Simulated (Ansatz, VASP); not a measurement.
## Two plane-wave programs on PtS2

Contents of INCAR:

```
SYSTEM = PtS2
PREC     = Accurate       ! precision mode
ENCUT    = 520            ! plane-wave cutoff, eV
EDIFF    = 1E-7           ! SCF threshold, eV
ISMEAR   = -1             ! smearing method
SIGMA    = 0.02           ! smearing width, eV
LREAL    = .FALSE.        ! projectors in reciprocal space
LASPH    = .TRUE.         ! aspherical terms in the spheres
NELM     = 60             ! most SCF steps
ALGO     = Normal         ! electronic algorithm
ISIF     = 2              ! what is computed and relaxed
LWAVE    = .FALSE.        ! write WAVECAR
LCHARG   = .TRUE.         ! write CHGCAR
GGA      = PE             ! functional
LELF     = .TRUE.         ! ELF
LVHAR    = .TRUE.       
NBANDS   = 18             ! bands
```

The input KPOINTS:

```
regular mesh
0
G
  12 12 6
  0 0 0
```

Contents of POSCAR:

```
PtS2
1.0
    3.5526240946     -0.0163420708      0.0000000000
   -1.7904646958      3.0848337514      0.0000000000
    0.0000000000      0.0000000000      5.1228306135
Pt S
1 2
Direct
    0.0000000000      0.0000000000      0.0000000000
    0.3319257283      0.6666570777      0.2392537379
    0.6680742717      0.3333429223      0.7607462621
```

Input for Ansatz:

```yaml
crystal:
  lattice:
    - [3.5526240946, -0.0163420708, 0.0]
    - [-1.7904646958, 3.0848337514, 0.0]
    - [0.0, 0.0, 5.1228306135]
  atoms:
    - { symbol: Pt, position: [0.0, 0.0, 0.0] }
    - { symbol: S, position: [0.3319257283, 0.6666570777, 0.2392537379] }
    - { symbol: S, position: [0.6680742717, 0.3333429223, 0.7607462621] }
kpoints:
  mp_grid: { grid: [12, 12, 6] }
  band_path:
    path:
      - [0.0, 0.0, 0.0]
      - [0.5, 0.0, 0.0]
      - [0.3333333333, 0.3333333333, 0.0]
      - [0.0, 0.0, 0.5]
      - [0.5, 0.0, 0.5]
      - [0.3333333333, 0.3333333333, 0.5]
      - [0.0, 0.25, 0.3333333333]
      - [-0.171875, 0.0, 0.195312]
      - [0.28125, -0.282552, 0.298177]
    npoints: 1
hamiltonian:
  xc: pbe
scf:
  occupations: { method: fermi_dirac, width: 0.02 }
  n_extra_bands: 4
output:
  forces: true
  stress: true
  eigenvalues: true
```

Change from the starting cell: shear_xy strain -0.9%.

Alike in both runs: task single point; functional PBE; k mesh 12 × 12 × 6; occupations fermi-dirac, width 0.02 eV; no spin polarisation.

|  | VASP | Ansatz |
| --- | --- | --- |
| version | VASP 6.6.1 | Ansatz 0.2.0 |
| potentials or method | VASP PAW PBE potentials, release 64 (Pt, S) | plane waves, PAW |
| plane-wave cutoff (eV) | 520 | 420 |
| valence electrons in the cell | 22 | 30 |

|  | VASP | Ansatz | Ansatz less VASP |
| --- | --- | --- | --- |
| pressure (GPa) | 3.2 | 3.7 | +0.45 |
| traceless stress, the component that is largest in VASP (GPa) | -0.88 | -1.02 | -0.138 |
| rms of the force components (eV/Å) | 0.013 | 0.031 | +0.0187 |

Atom by atom the forces differ by 0.019 eV/Å (rms over components). VASP's potentials hold 22 valence electrons a cell and Ansatz's 30, so a difference there can come from the potentials and not from the codes.

Spin-orbit coupling is off throughout.
